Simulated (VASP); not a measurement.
# BiSbS4 (P-3m1) in VASP: notebook

BiSbS4 is run at these levels: PBE; tasks: single point, relaxation of cell and atoms.

Program: VASP 6.6.1. These are calculated values, not measurements. Logs are shortened: lines on timing, memory, paths and dates and some standing lists are left out, and cuts for length are marked.

### 1 The cell of the first run

Symmetry: P-3m1, No. 164, trigonal system. Conventional cell: a = 3.867 Å, b = 3.867 Å, c = 13.536 Å, α = 90.00°, β = 90.00°, γ = 120.00°. Within 3.5 Å of Sb (site symmetry -3m) lie 6 S at 2.67 Å. Within 3.6 Å of Bi (site symmetry -3m) lie 6 S at 2.74 Å. Within 3.5 Å of S (site symmetry 3m) lie 3 Sb at 2.67 Å. S (site symmetry 3m) has 3 Bi at 2.74 Å within 3.6 Å.

### 2 Single point, PBE

Input file INCAR:

```
ALGO = Normal ; EDIFF = 1E-6
ENCUT = 520 ; GGA = PE
ISIF = 2 ; ISMEAR = 0
LASPH = T ; LCHARG = F
LREAL = F ; LWAVE = F
NBANDS = 31 ; NELM = 100
PREC = Accurate ; SIGMA = 0.15
```

Input file KPOINTS:

```
k-points
0
Gamma
  4 4 1
```

Input file POSCAR:

```
BiSbS4
1.0
    3.8671956002      0.0000000000      0.0000000000
   -1.9335978001      3.3490896311      0.0000000000
    0.0000000000      0.0000000000     13.5361471797
Sb Bi S
1 1 4
Direct
    0.0000000000      0.0000000000      0.0000000000
    0.0000000000      0.0000000000      0.5000000000
    0.3333333333      0.6666666667      0.8915659051
    0.3333333333      0.6666666667      0.3821366988
    0.6666666667      0.3333333333      0.6178633012
    0.6666666667      0.3333333333      0.1084340949
```

Potentials or basis: VASP PAW PBE potentials, release 64 (Sb, Bi_d, S).

On the command line:

```bash
cat potpaw_PBE.64/Sb/POTCAR potpaw_PBE.64/Bi_d/POTCAR potpaw_PBE.64/S/POTCAR > POTCAR
mpirun -np 1 vasp_std > vasp.out
```

OUTCAR:

```text
EDIFF = 1E-6
   ENCUT = 520
   GGA = PE
   ISIF = 2
   ISMEAR = 0
   LASPH = T
   LREAL = F
   NELM = 100
   PREC = Accurate

 ion  position               nearest neighbor table
   1  0.000  0.000  0.000-   3 2.67   6 2.67   3 2.67   6 2.67   6 2.67   3 2.67
   2  0.000  0.000  0.500-   4 2.74   5 2.74   4 2.74   5 2.74   5 2.74   4 2.74
   3  0.333  0.667  0.892-   1 2.67   1 2.67   1 2.67
   4  0.333  0.667  0.382-   2 2.74   2 2.74   2 2.74
   5  0.667  0.333  0.618-   2 2.74   2 2.74   2 2.74
   6  0.667  0.333  0.108-   1 2.67   1 2.67   1 2.67

  LATTYP: Found a hexagonal cell.
 ALAT       =     3.8671956002
 C/A-ratio  =     3.5002489088

  Lattice vectors:

 A1 = (   3.8671956002,   0.0000000000,   0.0000000000)
 A2 = (  -1.9335978001,   3.3490896311,   0.0000000000)
 A3 = (   0.0000000000,   0.0000000000,  13.5361471797)

Analysis of symmetry for initial positions (statically):
=====================================================================
 Subroutine PRICEL returns:
 Original cell was already a primitive cell.

 Routine SETGRP: Setting up the symmetry group for a
 hexagonal supercell.

 Subroutine GETGRP returns: Found 12 space group operations
 (whereof 12 operations were pure point group operations)
 out of a pool of 24 trial point group operations.

The static configuration has the point symmetry D_3d.

Analysis of symmetry for dynamics (positions and initial velocities):
=====================================================================
 Subroutine PRICEL returns:
 Original cell was already a primitive cell.

 Routine SETGRP: Setting up the symmetry group for a
 hexagonal supercell.

 Subroutine GETGRP returns: Found 12 space group operations
 (whereof 12 operations were pure point group operations)
 out of a pool of 24 trial point group operations.

The dynamic configuration has the point symmetry D_3d.

 Subroutine INISYM returns: Found 12 space group operations
 (whereof 12 operations are pure point group operations),
 and found     1 'primitive' translations

----------------------------------------------------------------------------------------

                                     Primitive cell

  volume of cell :     175.3146

  direct lattice vectors                    reciprocal lattice vectors
     3.867195600  0.000000000  0.000000000     0.258585317  0.149294302  0.000000000
    -1.933597800  3.349089631  0.000000000     0.000000000  0.298588605  0.000000000
     0.000000000  0.000000000 13.536147180     0.000000000  0.000000000  0.073876265

  length of vectors
     3.867195600  3.867195600 13.536147180     0.298588605  0.298588605  0.073876265

  position of ions in fractional coordinates (direct lattice)
     0.000000000  0.000000000  0.000000000
     0.000000000  0.000000000  0.500000000
     0.333333333  0.666666667  0.891565905
     0.333333333  0.666666667  0.382136699
     0.666666667  0.333333333  0.617863301
     0.666666667  0.333333333  0.108434095

  ion indices of the primitive-cell ions
   primitive index   ion index
                 1           1
                 2           2
                 3           3
                 4           4
                 5           5
                 6           6

----------------------------------------------------------------------------------------

 KPOINTS: k-points

Automatic generation of k-mesh.
 Grid dimensions read from file:
 generate k-points for:    4    4    1

 Generating k-lattice:

  Cartesian coordinates                     Fractional coordinates (reciprocal lattice)
     0.064646329  0.037323576  0.000000000     0.250000000  0.000000000  0.000000000
     0.000000000  0.074647151  0.000000000     0.000000000  0.250000000  0.000000000
     0.000000000  0.000000000  0.073876265     0.000000000  0.000000000  1.000000000

  Length of vectors
     0.074647151  0.074647151  0.073876265

  Shift w.r.t. Gamma in fractional coordinates (k-lattice)
     0.000000000  0.000000000  0.000000000

 Subroutine IBZKPT returns following result:
 ===========================================

 Found      4 irreducible k-points:

 Following reciprocal coordinates:
            Coordinates               Weight
  0.000000  0.000000  0.000000      1.000000
  0.250000  0.000000  0.000000      6.000000
  0.500000  0.000000  0.000000      3.000000
  0.250000  0.250000  0.000000      6.000000
   k-points           NKPTS =      4   k-points in BZ     NKDIM =      4   number of bands    NBANDS=     31
   number of dos      NEDOS =    301   number of ions     NIONS =      6
   total plane-waves  NPLWV =  97200
   dimension x,y,z NGX =    30 NGY =   30 NGZ =  108
   dimension x,y,z NGXF=    60 NGYF=   60 NGZF=  216
   ions per type =               1   1   4
   NGX,Y,Z   is equivalent  to a cutoff of  12.90, 12.90, 13.26 a.u.
   NGXF,Y,Z  is equivalent  to a cutoff of  25.79, 25.79, 26.53 a.u.
 SYSTEM =  unknown system
   PREC   = accura    normal or accurate (medium, high low for compatibility)
   ISTART =      0    job   : 0-new  1-cont  2-samecut
   ICHARG =      2    charge: 1-file 2-atom 10-const
   ISPIN  =      1    spin polarized calculation?
   LNONCOLLINEAR =      F non collinear calculations
   LSORBIT =      F    spin-orbit coupling
   LASPH  =      T    aspherical Exc in radial PAW
   ENCUT  =  520.0 eV  38.22 Ry    6.18 a.u.   7.19  7.19 25.17*2*pi/ulx,y,z
   NELM   =    100;   NELMIN=  2; NELMDL= -5     # of ELM steps
   EDIFF  = 0.1E-05   stopping-criterion for ELM
   LREAL  =      F    real-space projection
   EDIFFG = 0.1E-04   stopping-criterion for IOM
   NSW    =      0    number of steps for IOM
   IBRION =     -1    ionic relax: 0-MD 1-quasi-New 2-CG
   NFREE  =      0    steps in history (QN), initial steepest desc. (CG)
   ISIF   =      2    stress and relaxation
   ISYM   =      2    0-nonsym 1-usesym 2-fastsym
   POTIM  = 0.5000    time-step for ionic-motion
   TEBEG  =    0.0;   TEEND  =   0.0 temperature during run
   PSTRESS=    0.0 pullay stress
   NELECT =      44.0000    total number of electrons
   NUPDOWN=      -1.0000    fix difference up-down
   EMIN   =  10.00;   EMAX   =-10.00  energy-range for DOS
   EFERMI =   0.00;   METHOD = LEGACY
   ISMEAR =     0;   SIGMA  =   0.15  broadening in eV -4-tet -1-fermi 0-gaus
   EFERMI_NEDOS =   21; number of points for ismear=-14 and -15
   IALGO  =     38    algorithm
   IMIX   =      4    mixing-type and parameters
     AMIX     =   0.40;   BMIX     =  1.00
     AMIX_MAG =   1.60;   BMIX_MAG =  1.00
  volume/ion in A,a.u.               =      29.22       197.18
  Fermi-wavevector in a.u.,A,eV,Ry     =   1.032650  1.951425 14.508785  1.066366
  Thomas-Fermi vector in A             =   2.166858
   LORBIT       =      0    0 simple, 1 ext, 2 COOP (PROOUT), +10 PAW based schemes
   GGA     = PE    functional components
   LHFCALC =     F    Hartree Fock is set to
   AEXX    =    0.0000 exact exchange contribution
   IVDW    =     0    specifies the selected vdW correction
   LEPSILON=     F    determine dielectric tensor
   LRPA    =     F    only Hartree local field effects (RPA)
 non-spin polarized calculation
 Gauss-broadening in eV      SIGMA  =   0.15
  energy-cutoff  :      520.00
  volume of cell :      175.31
 maximum number of plane-waves:      4728
 NGX is ok and might be reduce to    30
   NGX = 15   NGY = 15   NGZ = 51

 number of electron      44.0000003 magnetization

 Free energy of the ion-electron system (eV)
  ---------------------------------------------------
  ext. energy  EPLUGINS =         0.00000000
  ---------------------------------------------------
  free energy    TOTEN  =       -24.76923477 eV

  energy without entropy =      -24.67444790  energy(sigma->0) =      -24.72184133

 E-fermi :   3.2127     XC(G=0):  -8.4086

 val. band max:        3.1718218881   @ k =   0.2500   0.0000   0.0000
 cond. band min:       3.2371728092   @ k =   0.2500   0.0000   0.0000
 fundamental gap:      0.0653509211
 Fermi energy:         3.2127109308

 k-point     1 :       0.0000    0.0000    0.0000
  band No.  band energies     occupation
      1     -19.5034      2.00000
      2     -19.5034      2.00000
      3     -19.4916      2.00000
      4     -19.4644      2.00000
      5     -19.4644      2.00000
      6     -11.2549      2.00000
      7     -10.9960      2.00000
      8      -9.3089      2.00000
      9      -8.8011      2.00000
     10      -4.6539      2.00000
     11      -3.8244      2.00000
     12       0.9600      2.00000
     13       0.9600      2.00000
     14       1.1335      2.00000
     15       1.5327      2.00000
     16       1.5327      2.00000
     17       1.8113      2.00000
     18       1.8113      2.00000
     19       1.8908      2.00000
     20       2.4095      2.00000
     21       2.4095      2.00000
     22       2.4656      2.00000
     23       3.1447      1.47871
     24       4.2904      0.00000
     25       5.2013      0.00000
     26       5.6881      0.00000
     27       5.6881      0.00000
     28       6.5305      0.00000
     29       6.5305      0.00000
     30       9.9327      0.00000
     31      10.4954      0.00000

 k-point     2 :       0.2500    0.0000    0.0000
  band No.  band energies     occupation
      1     -19.5194      2.00000
      2     -19.4826      2.00000
      3     -19.4787      2.00000
      4     -19.4704      2.00000
      5     -19.4644      2.00000
      6     -10.6408      2.00000
      7     -10.3264      2.00000
      8      -9.0583      2.00000
      9      -8.4846      2.00000
     10      -5.3647      2.00000
     11      -4.7156      2.00000
     12      -1.1347      2.00000
     13      -0.3571      2.00000
     14      -0.0738      2.00000
     15       0.2280      2.00000
     16       0.8362      2.00000
     17       0.9012      2.00000
     18       1.4212      2.00000
     19       1.6935      2.00000
     20       1.9928      2.00000
     21       2.3941      2.00000
     22       3.1718      1.30014
     23       3.2372      0.81760
     24       5.4893      0.00000
     25       6.1694      0.00000
     26       6.6295      0.00000
     27       7.0379      0.00000
     28       7.2632      0.00000
     29       7.4704      0.00000
     30       8.8855      0.00000
     31       9.5174      0.00000

 k-point     3 :       0.5000    0.0000    0.0000
  band No.  band energies     occupation
      1     -19.5403      2.00000
      2     -19.4952      2.00000
      3     -19.4758      2.00000
      4     -19.4502      2.00000
      5     -19.4422      2.00000
      6      -9.3923      2.00000
      7      -9.1732      2.00000
      8      -8.7643      2.00000
      9      -8.7122      2.00000
     10      -6.5658      2.00000
     11      -6.0524      2.00000
     12      -2.1944      2.00000
     13      -1.5143      2.00000
     14      -0.6716      2.00000
     15      -0.0443      2.00000
     16       0.3002      2.00000
     17       0.4080      2.00000
     18       1.5358      2.00000
     19       1.5638      2.00000
     20       1.9264      2.00000
     21       2.2519      2.00000
     22       2.4217      2.00000
     23       2.5854      2.00000
     24       5.7274      0.00000
     25       6.2820      0.00000
     26       7.1682      0.00000
     27       7.3090      0.00000
     28       7.5676      0.00000
     29       8.1285      0.00000
     30       8.2460      0.00000
     31       8.7803      0.00000

 k-point     4 :       0.2500    0.2500    0.0000
  band No.  band energies     occupation
      1     -19.5181      2.00000
      2     -19.4890      2.00000
      3     -19.4808      2.00000
      4     -19.4690      2.00000
      5     -19.4474      2.00000
      6      -9.6243      2.00000
      7      -9.1407      2.00000
      8      -8.8932      2.00000
      9      -8.2292      2.00000
     10      -6.6337      2.00000
     11      -6.0423      2.00000
     12      -1.8108      2.00000
     13      -1.2654      2.00000
     14      -0.9810      2.00000
     15      -0.6178      2.00000
     16      -0.4728      2.00000
     17       0.2241      2.00000
     18       1.1019      2.00000
     19       1.6739      2.00000
     20       1.7383      2.00000
     21       2.1387      2.00000
     22       3.2660      0.61562
     23       3.4591      0.02019
     24       6.5493      0.00000
     25       7.0865      0.00000
     26       7.3127      0.00000
     27       7.3869      0.00000
     28       7.4803      0.00000
     29       7.9231      0.00000
     30       9.4846      0.00000
     31       9.5245      0.00000

------------------------ aborting loop because EDIFF is reached ----------------------------------------

  FORCE on cell =-STRESS in cart. coord.  units (eV):
  Direction    XX          YY          ZZ          XY          YZ          ZX
  --------------------------------------------------------------------------------------
  -------------------------------------------------------------------------------------
  Total        0.0918352      0.0918352     -0.0790879     -0.0000000      0.0000000      0.0000000
  in kB        0.8392700      0.8392700     -0.7227739     -0.0000000      0.0000000      0.0000000
  external PRESSURE =       0.3185887 kB  Pullay stress =       0.0000000 kB

 VOLUME and BASIS-vectors are now :
 -----------------------------------------------------------------------------
  energy-cutoff  :      520.00
  volume of cell :      175.31
      direct lattice vectors                 reciprocal lattice vectors
     3.867195600  0.000000000  0.000000000     0.258585317  0.149294302  0.000000000
    -1.933597800  3.349089631  0.000000000     0.000000000  0.298588605  0.000000000
     0.000000000  0.000000000 13.536147180     0.000000000  0.000000000  0.073876265

 POSITION                                       TOTAL-FORCE (eV/Angst)
 -----------------------------------------------------------------------------------
      0.00000      0.00000      0.00000         0.000000      0.000000      0.000000
      0.00000      0.00000      6.76807        -0.000000      0.000000      0.000000
     -0.00000      2.23273     12.06837         0.000000     -0.000000      0.039169
     -0.00000      2.23273      5.17266        -0.000000     -0.000000     -0.008077
      1.93360      1.11636      8.36349         0.000000      0.000000      0.008077
      1.93360      1.11636      1.46778        -0.000000      0.000000     -0.039169
 -----------------------------------------------------------------------------------
    total drift:                                0.000000      0.000000      0.000000

  FREE ENERGIE OF THE ION-ELECTRON SYSTEM (eV)
  ---------------------------------------------------
  free  energy   TOTEN  =       -24.7692347656 eV

  energy  without entropy=      -24.6744478958  energy(sigma->0) =      -24.72184133
```

It took 25 s on 1 thread of Intel Xeon Platinum 8375C at 2.90GHz (Ice Lake), shared host; peak memory 0.29 GiB.

What came out:

| Item | Value |
| --- | --- |
| Free energy | -24.7692 eV |
| Pressure | 0.0 GPa |
| Largest force | 0.039 eV/Å |
| Band gap on the k mesh | zero (band 22 reaches 3.27 eV, above the bottom of band 23 at 2.59 eV) |

Forces on the atoms (eV/Å):
```
Sb   0.000  0.000  0.000
Bi   0.000  0.000  0.000
S    0.000  0.000  0.039
S    0.000  0.000 -0.008
S    0.000  0.000  0.008
S    0.000  0.000 -0.039
```

Stress tensor (GPa, compression positive):
```
 0.08  0.00  0.00
 0.00  0.08  0.00
 0.00  0.00 -0.07
```

Levels at points of the mesh, in eV from the Fermi level:
| k point | band 18 | band 19 | band 20 | band 21 | band 22 | band 23 | band 24 | band 25 | band 26 | band 27 |
| --- | --- | --- | --- | --- | --- | --- | --- | --- | --- | --- |
| (0.00, 0.00, 0.00) | -1.40 | -1.32 | -0.80 | -0.80 | -0.75 | -0.07 | 1.08 | 1.99 | 2.48 | 2.48 |
| (0.50, 0.00, 0.00) | -1.68 | -1.65 | -1.29 | -0.96 | -0.79 | -0.63 | 2.51 | 3.07 | 3.96 | 4.10 |

Caveat: the k points lie up to 0.47 Å⁻¹ apart; spin-orbit coupling is left out, which moves the levels of the heavy elements; this functional lacks dispersion, which binds the layers, so the pressure and a relaxed spacing across them are unreliable.

### 3 Relaxation of cell and atoms, PBE

This run uses another cell than the first one, of 27.83 Å³/atom, 0.953 times its volume.

Input file INCAR:

```
SYSTEM = BiSbS4
  PREC = Accurate
  ENCUT = 600
  EDIFF = 1E-7
  ISMEAR = 0
  SIGMA = 0.15
  LREAL = .FALSE.
  LASPH = .TRUE.
  NELM = 60
  ALGO = Normal
  ISIF = 3
  LWAVE = .FALSE.
  LCHARG = .FALSE.
  GGA = PE
  IBRION = 2
  NSW = 36
  EDIFFG = -0.08
```

Input file KPOINTS:

```
regular mesh
0
G
  4 4 1
  0 0 0
```

Input file POSCAR:

```
BiSbS4
1.0
    3.7069030400      0.0000000000      0.0000000000
   -1.8534515200      3.2102722000      0.0000000000
    0.0000000000      0.0000000000     14.0326552600
Sb Bi S
1 1 4
Direct
    0.0000000000      0.0000000000      0.0000000000
    0.0000000000      0.0000000000      0.5000000000
    0.3333333300      0.6666666700      0.8780300000
    0.3333333300      0.6666666700      0.3713200100
    0.6666666700      0.3333333300      0.6286799900
    0.6666666700      0.3333333300      0.1219700000
```

Potentials or basis: VASP PAW PBE potentials, release 64 (Sb, Bi_d, S).

On the command line:

```bash
cat potpaw_PBE.64/Sb/POTCAR potpaw_PBE.64/Bi_d/POTCAR potpaw_PBE.64/S/POTCAR > POTCAR
mpirun -np 1 vasp_std > vasp.out
```

Run time: 2.9 min. Hardware: 1 thread of Intel Xeon Platinum 8375C at 2.90GHz (Ice Lake), shared host; peak memory 0.33 GiB.

Results (log left out):

* Free energy: -24.7713 eV
* Relaxed volume: 27.56 Å³/atom
* Relaxed cell: a = 3.864 Å, b = 3.864 Å, c = 12.790 Å, α = 90.00°, β = 90.00°, γ = 120.00°
* Space group after relaxing (to 0.05 Å): P-3m1 (No. 164)
* Energy gained by relaxing: 96.3 meV/atom
* Ionic steps: 7
* Pressure after relaxing: -0.1 GPa
* Largest force after relaxing: 0.052 eV/Å
* Band gap on the k mesh: zero (band 22 reaches 3.76 eV, above the bottom of band 23 at 3.24 eV)

Forces in eV/Å, atoms in the order of the input:
```
Sb   0.000  0.000  0.000
Bi   0.000  0.000  0.000
S    0.000  0.000  0.026
S    0.000  0.000 -0.052
S    0.000  0.000  0.052
S    0.000  0.000 -0.026
```

Step by step:
| step | energy change (eV) | largest force (eV/Å) | pressure (GPa) | volume (Å³) |
| --- | --- | --- | --- | --- |
| 1 | 0.0000 | 1.2575 | -1.82 | 166.99 |
| 2 | -0.4789 | 0.2031 | 2.18 | 159.12 |
| 3 | -0.4826 | 0.3245 | 2.65 | 158.33 |
| 4 | -0.5744 | 0.1140 | -0.57 | 166.74 |
| 5 | -0.5764 | 0.1002 | -0.19 | 165.62 |
| 6 | -0.5763 | 0.1019 | -0.24 | 165.77 |
| 7 | -0.5779 | 0.0523 | -0.07 | 165.34 |

Final structure:
```xyz
6
Lattice="3.8636 0.0000 0.0000 -1.9318 3.3460 0.0000 0.0000 0.0000 12.7898" Properties=species:S:1:pos:R:3 pbc="T T T"
Sb    0.0000    0.0000    0.0000
Bi   -1.9318    3.3460    6.3949
S     0.0000    2.2306   11.3100
S     0.0000    2.2306    4.7923
S     1.9318    1.1153    7.9975
S     1.9318    1.1153    1.4797
```

Levels at points of the mesh, in eV from the Fermi level:
| k point | band 20 | band 21 | band 22 | band 23 | band 24 | band 25 |
| --- | --- | --- | --- | --- | --- | --- |
| (0.00, 0.00, 0.00) | -0.84 | -0.78 | -0.78 | 0.11 | 1.13 | 2.03 |
| (0.50, 0.00, 0.00) | -1.37 | -0.94 | -0.75 | -0.51 | 2.49 | 3.10 |

Caveat: the k points lie up to 0.49 Å⁻¹ apart in the final cell; spin-orbit coupling is left out, which moves the levels of the heavy elements; this functional lacks dispersion, which binds the layers, so the pressure and a relaxed spacing across them are unreliable; the relaxation stopped at a loose force limit of 0.08 eV/Å, so its end isn't a converged minimum.
